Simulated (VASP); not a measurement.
# KMgF3 (Pm-3m) in VASP: further runs

Aim: see how the results for KMgF3 move with the level of theory and the settings. Levels: PBEsol, PBEsol+D3(BJ). Tasks: relaxation of cell and atoms, single point.

Everything below comes from runs of VASP 6.6.1. Logs are shortened: lines on timing, memory, paths and dates and some standing lists are left out, and cuts for length are marked.

### Step 1. The cell of the first run

Symmetry: Pm-3m, No. 221, cubic system. The conventional cell has a = 3.986 Å, b = 3.986 Å, c = 3.986 Å, α = 90.00°, β = 90.00°, γ = 90.00°. K (site symmetry m-3m) has 12 F at 2.82 Å and 8 Mg at 3.45 Å within 3.7 Å. Mg (site symmetry m-3m) has 6 F at 1.99 Å within 2.6 Å. F (site symmetry 4/mmm) has 2 Mg at 1.99 Å within 2.6 Å.

### Step 2. Relaxation of cell and atoms, PBEsol, target pressure 10 GPa, at which the enthalpy is minimised

File INCAR:

```
PREC = Accurate ; ENCUT = 600
EDIFF = 1E-6 ; ISMEAR = -1
SIGMA = 0.05 ; LREAL = F
LASPH = T ; NELM = 100
ALGO = Normal ; ISIF = 3
LWAVE = F ; LCHARG = F
GGA = PS ; IBRION = 2
NSW = 60 ; EDIFFG = -0.01
PSTRESS = 100.0
```

File KPOINTS:

```
regular mesh
0
Gamma
  7 7 7
```

File POSCAR:

```
KMgF3
1.0
    3.9859000000      0.0000000000      0.0000000000
    0.0000000000      3.9859000000      0.0000000000
    0.0000000000      0.0000000000      3.9859000000
K Mg F
1 1 3
Direct
    0.5000000000      0.5000000000      0.5000000000
    0.0000000000      0.0000000000      0.0000000000
    0.0000000000      0.0000000000      0.5000000000
    0.0000000000      0.5000000000      0.0000000000
    0.5000000000      0.0000000000      0.0000000000
```

Potentials or basis: VASP PAW PBE potentials, release 64 (K_sv, Mg, F).

The run is started by

```
$ cat potpaw_PBE.64/K_sv/POTCAR potpaw_PBE.64/Mg/POTCAR potpaw_PBE.64/F/POTCAR > POTCAR
$ mpirun -np 1 vasp_std > vasp.out
```

OUTCAR:

```text
PREC = Accurate
   ENCUT = 600
   EDIFF = 1E-6
   ISMEAR = -1
   LREAL = F
   LASPH = T
   NELM = 100
   ISIF = 3
   GGA = PS
   IBRION = 2
   NSW = 60
   EDIFFG = -0.01
   PSTRESS = 100.0

 ion  position               nearest neighbor table
   1  0.500  0.500  0.500-   3 2.82   4 2.82   5 2.82   4 2.82   5 2.82   3 2.82   5 2.82   5 2.82
                             3 2.82   4 2.82   4 2.82   3 2.82   2 3.45   2 3.45   2 3.45   2 3.45
   2  0.000  0.000  0.000-   3 1.99   4 1.99   5 1.99   3 1.99   4 1.99   5 1.99   1 3.45   1 3.45
                             1 3.45   1 3.45   1 3.45   1 3.45   1 3.45   1 3.45
   3  0.000  0.000  0.500-   2 1.99   2 1.99   1 2.82   1 2.82   1 2.82   1 2.82
   4  0.000  0.500  0.000-   2 1.99   2 1.99   1 2.82   1 2.82   1 2.82   1 2.82
   5  0.500  0.000  0.000-   2 1.99   2 1.99   1 2.82   1 2.82   1 2.82   1 2.82

  LATTYP: Found a simple cubic cell.
 ALAT       =     3.9859000000

  Lattice vectors:

 A1 = (   3.9859000000,   0.0000000000,   0.0000000000)
 A2 = (   0.0000000000,   3.9859000000,   0.0000000000)
 A3 = (   0.0000000000,   0.0000000000,   3.9859000000)

Analysis of symmetry for initial positions (statically):
=====================================================================
 Subroutine PRICEL returns:
 Original cell was already a primitive cell.

 Routine SETGRP: Setting up the symmetry group for a
 simple cubic supercell.

 Subroutine GETGRP returns: Found 48 space group operations
 (whereof 48 operations were pure point group operations)
 out of a pool of 48 trial point group operations.

The static configuration has the point symmetry O_h .

Analysis of symmetry for dynamics (positions and initial velocities):
=====================================================================
 Subroutine PRICEL returns:
 Original cell was already a primitive cell.

 Routine SETGRP: Setting up the symmetry group for a
 simple cubic supercell.

 Subroutine GETGRP returns: Found 48 space group operations
 (whereof 48 operations were pure point group operations)
 out of a pool of 48 trial point group operations.

The dynamic configuration has the point symmetry O_h .

 Subroutine INISYM returns: Found 48 space group operations
 (whereof 48 operations are pure point group operations),
 and found     1 'primitive' translations

----------------------------------------------------------------------------------------

                                     Primitive cell

  volume of cell :      63.3256

[... 43 lines left out ...]

 Subroutine IBZKPT returns following result:
 ===========================================

 Found     20 irreducible k-points:

 Following reciprocal coordinates:
            Coordinates               Weight
  0.000000  0.000000  0.000000      1.000000
  0.142857  0.000000  0.000000      6.000000
  0.285714  0.000000  0.000000      6.000000
  0.428571  0.000000  0.000000      6.000000
  0.142857  0.142857  0.000000     12.000000
  0.285714  0.142857  0.000000     24.000000
[... 12 lines left out ...]
  0.428571  0.428571  0.285714     24.000000
  0.428571  0.428571  0.428571      8.000000
   k-points           NKPTS =     20   k-points in BZ     NKDIM =     20   number of bands    NBANDS=     20
   number of dos      NEDOS =    301   number of ions     NIONS =      5
   total plane-waves  NPLWV =  32768
   dimension x,y,z NGX =    32 NGY =   32 NGZ =   32
   dimension x,y,z NGXF=    64 NGYF=   64 NGZF=   64
   ions per type =               1   1   3
   NGX,Y,Z   is equivalent  to a cutoff of  13.35, 13.35, 13.35 a.u.
   NGXF,Y,Z  is equivalent  to a cutoff of  26.69, 26.69, 26.69 a.u.
 SYSTEM =  unknown system
   PREC   = accura    normal or accurate (medium, high low for compatibility)
   ISTART =      0    job   : 0-new  1-cont  2-samecut
   ICHARG =      2    charge: 1-file 2-atom 10-const
   ISPIN  =      1    spin polarized calculation?
   LNONCOLLINEAR =      F non collinear calculations
   LSORBIT =      F    spin-orbit coupling
   LASPH  =      T    aspherical Exc in radial PAW
   ENCUT  =  600.0 eV  44.10 Ry    6.64 a.u.   7.96  7.96  7.96*2*pi/ulx,y,z
   NELM   =    100;   NELMIN=  2; NELMDL= -5     # of ELM steps
   EDIFF  = 0.1E-05   stopping-criterion for ELM
   LREAL  =      F    real-space projection
   EDIFFG = -.1E-01   stopping-criterion for IOM
   NSW    =     60    number of steps for IOM
   IBRION =      2    ionic relax: 0-MD 1-quasi-New 2-CG
   NFREE  =      1    steps in history (QN), initial steepest desc. (CG)
   ISIF   =      3    stress and relaxation
   ISYM   =      2    0-nonsym 1-usesym 2-fastsym
   POTIM  = 0.5000    time-step for ionic-motion
   TEBEG  =    0.0;   TEEND  =   0.0 temperature during run
   PSTRESS=  100.0 pullay stress
   NELECT =      32.0000    total number of electrons
   NUPDOWN=      -1.0000    fix difference up-down
   EMIN   =  10.00;   EMAX   =-10.00  energy-range for DOS
   EFERMI =   0.00;   METHOD = LEGACY
   ISMEAR =    -1;   SIGMA  =   0.05  broadening in eV -4-tet -1-fermi 0-gaus
   EFERMI_NEDOS =   21; number of points for ismear=-14 and -15
   IALGO  =     38    algorithm
   IMIX   =      4    mixing-type and parameters
     AMIX     =   0.40;   BMIX     =  1.00
     AMIX_MAG =   1.60;   BMIX_MAG =  1.00
  volume/ion in A,a.u.               =      12.67        85.47
  Fermi-wavevector in a.u.,A,eV,Ry     =   1.303962  2.464132 23.134232  1.700318
  Thomas-Fermi vector in A             =   2.434930
   LORBIT       =      0    0 simple, 1 ext, 2 COOP (PROOUT), +10 PAW based schemes
   GGA     = PS    functional components
   LHFCALC =     F    Hartree Fock is set to
   AEXX    =    0.0000 exact exchange contribution
   IVDW    =     0    specifies the selected vdW correction
   LEPSILON=     F    determine dielectric tensor
   LRPA    =     F    only Hartree local field effects (RPA)
 conjugate gradient relaxation of ions
 non-spin polarized calculation
  energy-cutoff  :      600.00
  volume of cell :       63.33
 maximum number of plane-waves:      2128
 NGX is ok and might be reduce to    32
   NGX = 15   NGY = 15   NGZ = 15

--------------------------------------- Ionic step        1  -------------------------------------------

 number of electron      32.0000010 magnetization

 Free energy of the ion-electron system (eV)
  ---------------------------------------------------
  ext. energy  EPLUGINS =         0.00000000
  ---------------------------------------------------
  free energy    TOTEN  =       -25.27022443 eV

  energy without entropy =      -25.27022443  energy(sigma->0) =      -25.27022443

 E-fermi :  -0.5444     XC(G=0):  -9.9445

 val. band max:       -1.7429012838   @ k =   0.4286   0.4286   0.4286
 cond. band min:       5.4150823268   @ k =   0.0000   0.0000   0.0000
 fundamental gap:      7.1579836106
 Fermi energy:        -0.5443718225
[... 1006 lines left out ...]
--------------------------------------- Ionic step        3  -------------------------------------------

 number of electron      31.9999969 magnetization

 Free energy of the ion-electron system (eV)
  ---------------------------------------------------
  ext. energy  EPLUGINS =         0.00000000
  ---------------------------------------------------
  free energy    TOTEN  =       -25.09031470 eV

  energy without entropy =      -25.09031470  energy(sigma->0) =      -25.09031470

 E-fermi :  -0.0018     XC(G=0): -10.5169

 val. band max:       -1.1672405626   @ k =   0.4286   0.4286   0.4286
 cond. band min:       6.8532286267   @ k =   0.0000   0.0000   0.0000
 fundamental gap:      8.0204691892
 Fermi energy:        -0.0018210062
[... 494 lines left out ...]
  energy  without entropy=      -25.0903147030  energy(sigma->0) =      -25.09031470

  enthalpy is  TOTEN    =       -21.5436866661 eV   P V=        3.5466280370

 reached required accuracy - stopping structural energy minimisation
```

OSZICAR:

```text
N       E                     dE             d eps       ncg     rms          rms(c)
DAV:   1     0.263987230401E+03    0.26399E+03   -0.19155E+04   816   0.172E+03
[... 25 lines left out ...]
DAV:   1    -0.251219083422E+02   -0.70127E-01   -0.64926E-01   856   0.770E+00    0.139E+00
DAV:   2    -0.250922922209E+02    0.29616E-01   -0.13079E-01   852   0.294E+00    0.277E-01
DAV:   3    -0.250905895432E+02    0.17027E-02   -0.30846E-03  1096   0.482E-01    0.169E-01
DAV:   4    -0.250902949516E+02    0.29459E-03   -0.12577E-03  1424   0.212E-01    0.130E-01
DAV:   5    -0.250903225817E+02   -0.27630E-04   -0.88014E-05  1280   0.749E-02    0.173E-02
DAV:   6    -0.250903153458E+02    0.72359E-05   -0.56266E-05  1356   0.587E-02    0.764E-03
DAV:   7    -0.250903147030E+02    0.64277E-06   -0.43718E-06   884   0.129E-02
   3 F= -.21543687E+02 E0= -.21543687E+02  d E =-.225933E+00
```

CONTCAR:

```text
KMgF3
   1.00000000000000
     3.8445195625030353    0.0000000000000000    0.0000000000000000
    -0.0000000000000000    3.8445195625030353    0.0000000000000000
    -0.0000000000000000    0.0000000000000000    3.8445195625030353
  K               Mg              F
     1     1     3
Direct
     0.5000000000000000    0.5000000000000000    0.5000000000000000
     0.0000000000000000    0.0000000000000000    0.0000000000000000
     0.0000000000000000    0.0000000000000000    0.5000000000000000
     0.0000000000000000    0.5000000000000000    0.0000000000000000
     0.5000000000000000    0.0000000000000000    0.0000000000000000

  0.00000000E+00  0.00000000E+00  0.00000000E+00
  0.00000000E+00  0.00000000E+00  0.00000000E+00
  0.00000000E+00  0.00000000E+00  0.00000000E+00
  0.00000000E+00  0.00000000E+00  0.00000000E+00
  0.00000000E+00  0.00000000E+00  0.00000000E+00
```

It took 22 s on 1 thread of Intel Xeon 6975P-C (Granite Rapids), shared host; peak memory 0.19 GiB.

What came out:

| Property | Result |
| --- | --- |
| Free energy | -25.0903 eV |
| Relaxed volume | 11.36 Å³/atom |
| Relaxed cell | a = 3.845 Å, b = 3.845 Å, c = 3.845 Å, α = 90.00°, β = 90.00°, γ = 90.00° |
| Space group after relaxing (to 0.1 Å) | Pm-3m (No. 221) |
| Energy change on relaxing (the run minimises the enthalpy) | +36.0 meV/atom |
| Ionic steps | 3 |
| Pressure after relaxing | 10.0 GPa |
| Band gap on the k mesh | 8.02 eV (least direct gap 8.30 eV) |

Step by step:
```
step  energy change (eV)  largest force (eV/Å)  pressure (GPa)  volume (Å³)
   1              0.0000                0.0000           -0.17        63.33
   2              0.2184                0.0000           11.26        56.24
   3              0.1799                0.0000           10.02        56.82
```

Final structure:
```
K Mg F
1.0
     3.84452    0.00000    0.00000
     0.00000    3.84452    0.00000
     0.00000    0.00000    3.84452
K Mg F
1 1 3
Direct
  0.50000 0.50000 0.50000
  0.00000 0.00000 0.00000
  0.00000 0.00000 0.50000
  0.00000 0.50000 0.00000
  0.50000 0.00000 0.00000
```

Levels at points of the mesh, in eV from the valence-band top:
| k point | band 12 | band 13 | band 14 | band 15 | band 16 | band 17 | band 18 | band 19 | band 20 |
| --- | --- | --- | --- | --- | --- | --- | --- | --- | --- |
| (0.00, 0.00, 0.00) | -0.71 | -0.71 | -0.28 | -0.28 | -0.28 | 8.02 | 10.10 | 10.10 | 12.43 |

Caveat: the cell is relaxed towards a set pressure, so the run minimises the enthalpy, not the energy; the PAW data sets were made with another functional, which shifts forces and pressure a little; an odd mesh through Γ misses points on the zone boundary, where band edges can lie.

### Step 3. Relaxation of cell and atoms, PBEsol, target pressure 20 GPa, at which the enthalpy is minimised

File INCAR:

```
PREC = Accurate ; ENCUT = 600
EDIFF = 1E-7 ; ISMEAR = -1
SIGMA = 0.05 ; LREAL = False
LASPH = True ; NELM = 100
ALGO = Normal ; ISIF = 3
LWAVE = False ; LCHARG = False
GGA = PS ; IBRION = 2
NSW = 60 ; EDIFFG = -0.01
PSTRESS = 200.0
```

KPOINTS is that of step 2.

POSCAR is that of step 2.

Potentials or basis: VASP PAW PBE potentials, release 64 (K_sv, Mg, F).

The run is started by

```
$ cat potpaw_PBE.64/K_sv/POTCAR potpaw_PBE.64/Mg/POTCAR potpaw_PBE.64/F/POTCAR > POTCAR
$ mpirun -np 1 vasp_std > vasp.out
```

Wall time 28 s (1 thread of Intel Xeon 6975P-C (Granite Rapids), shared host); peak memory 0.2 GiB.

The run converged. Its results:

```yaml
Free_energy: -24.7263 eV
Relaxed_volume: 10.57 Å³/atom
Relaxed_cell: a = 3.753 Å, b = 3.753 Å, c = 3.753 Å, α = 90.00°, β = 90.00°, γ = 90.00°
Space_group_after_relaxing_to_0.1_Å: Pm-3m (No. 221)
Energy_change_on_relaxing_the_run_minimises_the_enthalpy: +108.8 meV/atom
Ionic_steps: 3
Pressure_after_relaxing: 20.0 GPa
Band_gap_on_the_k_mesh: 8.67 eV (least direct gap 8.93 eV)
```

Step by step:
```csv
step,energy change (eV),largest force (eV/Å),pressure (GPa),volume (Å³)
1,0.0000,0.0000,-0.16,63.33
2,1.0212,0.0000,30.71,49.81
3,0.5440,0.0000,20.02,52.86
```

Final structure:
```
K Mg F
1.0
     3.75291    0.00000    0.00000
     0.00000    3.75291    0.00000
     0.00000    0.00000    3.75291
K Mg F
1 1 3
Direct
  0.50000 0.50000 0.50000
  0.00000 0.00000 0.00000
  0.00000 0.00000 0.50000
  0.00000 0.50000 0.00000
  0.50000 0.00000 0.00000
```

Levels at points of the mesh, in eV from the valence-band top:
```tsv
k point	band 13	band 14	band 15	band 16	band 17	band 18	band 19	band 20
(0.00, 0.00, 0.00)	-0.79	-0.26	-0.26	-0.26	8.67	10.16	10.16	12.58
```

Caveat: the cell is relaxed towards a set pressure, so the run minimises the enthalpy, not the energy; the volume moved by over 15 % at a fixed basis, so the end points are rough; the PAW data sets were made with another functional, which shifts forces and pressure a little; an odd mesh through Γ misses points on the zone boundary, where band edges can lie.

### Step 4. Relaxation of cell and atoms, PBEsol, target pressure 30 GPa, at which the enthalpy is minimised

File INCAR:

```
ALGO = Normal
EDIFF = 1E-6
EDIFFG = -0.01
ENCUT = 600
GGA = PS
IBRION = 2
ISIF = 3
ISMEAR = -1
LASPH = True
LCHARG = False
LREAL = False
LWAVE = False
NELM = 100
NSW = 60
PREC = Accurate
PSTRESS = 300.0
SIGMA = 0.05
```

File KPOINTS:

```
k-points
0
Gamma
  7 7 7
```

POSCAR is that of step 3.

The run is started by

```
$ cat potpaw_PBE.64/K_sv/POTCAR potpaw_PBE.64/Mg/POTCAR potpaw_PBE.64/F/POTCAR > POTCAR
$ mpirun -np 1 vasp_std > vasp.out
```

Run time: 43 s. Hardware: 1 thread of Intel Xeon 6975P-C (Granite Rapids), shared host; peak memory 0.2 GiB.

The run converged. Its results:

* Free energy: -24.2825 eV
* Relaxed volume: 10.00 Å³/atom
* Relaxed cell: a = 3.684 Å, b = 3.684 Å, c = 3.684 Å, α = 90.00°, β = 90.00°, γ = 90.00°
* Space group after relaxing (to 0.1 Å): Pm-3m (No. 221)
* Energy change on relaxing (the run minimises the enthalpy): +197.5 meV/atom
* Ionic steps: 6
* Pressure after relaxing: 30.0 GPa
* Band gap on the k mesh: 9.20 eV (least direct gap 9.45 eV)

The path:
```
step  energy change (eV)  largest force (eV/Å)  pressure (GPa)  volume (Å³)
   1              0.0000                0.0000           -0.17        63.33
   2              2.7007                0.0000           63.40        43.89
   3              0.9633                0.0000           29.49        50.12
   4              1.0088                0.0000           30.45        49.88
   5              0.9736                0.0000           29.70        50.06
   6              0.9877                0.0000           30.00        49.99
```

Final structure:
```
K Mg F
1.0
     3.68374    0.00000    0.00000
     0.00000    3.68374    0.00000
     0.00000    0.00000    3.68374
K Mg F
1 1 3
Direct
  0.50000 0.50000 0.50000
  0.00000 0.00000 0.00000
  0.00000 0.00000 0.50000
  0.00000 0.50000 0.00000
  0.50000 0.00000 0.00000
```

Levels at points of the mesh, in eV from the valence-band top:
```tsv
k point	band 12	band 13	band 14	band 15	band 16	band 17	band 18	band 19	band 20
(0.00, 0.00, 0.00)	-0.86	-0.86	-0.24	-0.24	-0.24	9.20	10.20	10.20	12.70
```

Caveat: the cell is relaxed towards a set pressure, so the run minimises the enthalpy, not the energy; the volume moved by over 15 % at a fixed basis, so the end points are rough; the PAW data sets were made with another functional, which shifts forces and pressure a little; an odd mesh through Γ misses points on the zone boundary, where band edges can lie.

(Continued in part 2 of 2.)
